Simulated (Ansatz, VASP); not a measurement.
Al in VASP and in Ansatz

```
Al
1.0
    -1.42088    2.03289    4.28248
     1.42088   -2.03289    4.28248
     1.42088    2.03289   -4.28248
Al
3
Direct
  0.00000 0.00000 0.00000
  0.33333 0.33333 0.00000
  0.66667 0.66667 0.00000
```

Alike in both runs: functional PBE; k mesh 20 × 20 × 20; occupations gaussian, width 0.1 eV; no spin polarisation.

Ansatz relaxed the structure, and its values are those at the end. VASP's run is a single point on that final structure, the one shown.

|  | VASP | Ansatz |
| --- | --- | --- |
| version | VASP 6.6.1 | Ansatz 0.2.0 |
| potentials or method | VASP PAW PBE potentials, release 64 (Al), cutoff 520 eV | scalar-relativistic, plane waves, PAW |
| valence electrons in the cell | 9 | 9 |

|  | VASP | Ansatz | Ansatz less VASP |
| --- | --- | --- | --- |
| gap on the k mesh at the Fermi level (eV) | none | none | - |
| pressure (GPa) | 0.0 | 0.0 | +0.04 |

A gap of «none» marks a metal or a gap that the smearing closes.
